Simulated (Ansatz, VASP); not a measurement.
**One calculation of CdS, two programs**

```
CELL_PARAMETERS angstrom
0.00000 2.98298 2.98298
2.98298 0.00000 2.98298
2.98298 2.98298 0.00000
ATOMIC_POSITIONS crystal
Cd 0.00000 0.00000 0.00000
S 0.75000 0.75000 0.75000
```

Alike in both runs: task single point; functional PBE; k mesh 10 × 10 × 10; occupations gaussian, width 0.05 eV; no spin polarisation.

|  | VASP | Ansatz |
| --- | --- | --- |
| version | VASP 6.6.1 | Ansatz 0.2.0 |
| potentials or method | VASP PAW PBE potentials, release 64 (Cd, S), cutoff 520 eV | scalar-relativistic, plane waves, PAW |
| valence electrons in the cell | 18 | 26 |

|  | VASP | Ansatz | Ansatz less VASP |
| --- | --- | --- | --- |
| gap on the k mesh at the Fermi level (eV) | 1.00 | 1.00 | -0.001 |
| least direct gap on the mesh (eV) | 1.00 | 1.00 | -0.001 |
| pressure (GPa) | -0.8 | -1.0 | -0.26 |

VASP's potentials hold 18 valence electrons a cell and Ansatz's 26, so a difference there can come from the potentials and not from the codes.
